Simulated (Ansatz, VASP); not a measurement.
Two plane-wave programs on ReSb

File INCAR:

```
SYSTEM = ReSb
ALGO = Normal ; EDIFF = 1E-7
ENCUT = 520 ; GGA = PS
ISIF = 2 ; ISMEAR = 0
LASPH = .True. ; LCHARG = .False.
LREAL = .False. ; LWAVE = .False.
NBANDS = 13 ; NELM = 80
PREC = Accurate ; SIGMA = 0.05
```

Contents of KPOINTS:

```
k-points
0
Gamma
  10 10 10
  0 0 0
```

POSCAR

```
ReSb
1.0
    0.0000000000      2.9753124566      2.9753124566
    2.9753124566      0.0000000000      2.9753124566
    2.9753124566      2.9753124566      0.0000000000
Re Sb
1 1
Direct
    0.0000000000      0.0000000000      0.0000000000
    0.2634439662      0.2365560338      0.2634439662
```

Input for Ansatz:

```yaml
crystal:
  lattice:
    - [0.0, 2.9753124566, 2.9753124566]
    - [2.9753124566, 0.0, 2.9753124566]
    - [2.9753124566, 2.9753124566, 0.0]
  atoms:
    - { symbol: Re, position: [0.0, 0.0, 0.0] }
    - { symbol: Sb, position: [0.2634439662, 0.2365560338, 0.2634439662] }
basis:
  ecutwfc: 420
  ecutrho_ratio: 4
kpoints:
  mp_grid: { grid: [10, 10, 10] }
hamiltonian:
  xc: pbesol
scf:
  occupations: { method: gaussian, width: 0.05 }
output:
  forces: true
  stress: true
  eigenvalues: true
```

Alike in both runs: task single point; functional PBEsol; k mesh 10 × 10 × 10; occupations gaussian, width 0.05 eV; no spin polarisation.

```csv
,VASP,Ansatz
version,VASP 6.6.1,Ansatz 0.2.0
potentials or method,"VASP PAW PBE potentials, release 64 (Re, Sb), cutoff 520 eV","scalar-relativistic, plane waves, PAW"
valence electrons in the cell,12,30
```

VASP gave:

```
gap on the k mesh at the Fermi level (eV)                     : none
pressure (GPa)                                                : 0.4
traceless stress, the component that is largest in VASP (GPa) : -4.95
rms of the force components (eV/Å)                            : 0.522
```

**Question.** What did Ansatz give for the same quantities?

**Answer.** gap on the k mesh at the Fermi level (eV): none; pressure (GPa): 0.3; traceless stress, the component that is largest in VASP (GPa): -5.00; rms of the force components (eV/Å): 0.531.

VASP's potentials were made for PBE, not for PBEsol. Atom by atom the forces differ by 0.009 eV/Å (rms over components). A gap of «none» marks a metal or a gap that the smearing closes. VASP's potentials hold 12 valence electrons a cell and Ansatz's 30, so a difference there can come from the potentials and not from the codes.

Spin-orbit coupling is off throughout.
